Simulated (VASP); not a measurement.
Input of a VASP 6.6.1 run:

File INCAR:

```
PREC = Accurate
ENCUT = 600
EDIFF = 1E-7
ISMEAR = -1
SIGMA = 0.05
LREAL = False
LASPH = True
NELM = 100
ALGO = Normal
ISIF = 3
LWAVE = False
LCHARG = False
GGA = PE
IBRION = 2
NSW = 80
EDIFFG = -0.005
```

KPOINTS

```
Automatic mesh
0
Gamma
  13 13 13
```

The input POSCAR:

```
BN
1.0
    0.0000000000      1.8130010000      1.8130010000
    1.8130010000      0.0000000000      1.8130010000
    1.8130010000      1.8130010000      0.0000000000
N B
1 1
Direct
    0.2500000000      0.2500000000      0.2500000000
    0.0000000000      0.0000000000      0.0000000000
```

Potentials or basis: VASP PAW PBE potentials, release 64 (N, B).

Command:

```bash
$ cat potpaw_PBE.64/N/POTCAR potpaw_PBE.64/B/POTCAR > POTCAR
$ mpirun -np 1 vasp_std > vasp.out
```

Problem. Predict the relaxed cell.

Solution. a = 2.563 Å, b = 2.563 Å, c = 2.563 Å, α = 60.00°, β = 60.00°, γ = 60.00°.

Problem. Predict the space group after relaxing (to 0.05 Å).

Solution. F-43m (No. 216).

Problem. Estimate the band gap on the k mesh.

Solution. 4.52 eV, indirect (least direct gap 8.78 eV).

Final structure:
```cif
data_structure
_symmetry_space_group_name_H-M 'P 1'
_symmetry_Int_Tables_number 1
_cell_length_a 2.5629
_cell_length_b 2.5629
_cell_length_c 2.5629
_cell_angle_alpha 60.000
_cell_angle_beta 60.000
_cell_angle_gamma 60.000
_cell_volume 11.90
loop_
_atom_site_label
_atom_site_type_symbol
_atom_site_fract_x
_atom_site_fract_y
_atom_site_fract_z
_atom_site_occupancy
N1 N 0.25000 0.25000 0.25000 1
B1 B 0.00000 0.00000 0.00000 1
```

A k mesh can miss the band edges. Expect the measured gap to be larger: semilocal functionals such as PBE lack the derivative discontinuity.
